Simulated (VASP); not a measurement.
The system is MgO.

```
Mg O
1.0
     0.00000    2.10217    2.10217
     2.10217    0.00000    2.10217
     2.10217    2.10217    0.00000
Mg O
1 1
Direct
  0.00000 0.00000 0.00000
  0.50000 0.50000 0.50000
```

Program: VASP 6.6.1. Alike in all runs: task single point; potentials or basis VASP PAW PBE potentials, release 64 (Mg, O); no spin polarisation; cell as given; cutoff (eV) 520. Hardware: 1 thread of AMD EPYC 7R43 64-Core Processor (Zen 3) (shared host).

Problem. Order these runs on this cell by their wall time, lowest first.
A. level PBE; k mesh 6 × 6 × 6; smearing gaussian 0.01 eV
B. level r2SCAN; k mesh 10 × 10 × 10; smearing gaussian 0.01 eV
C. level PBE; k mesh 10 × 10 × 10; smearing fermi-dirac 0.02 eV

Solution. A (5.9 s), C (12 s), B (54 s).

Caveats: some runs use coarse meshes.
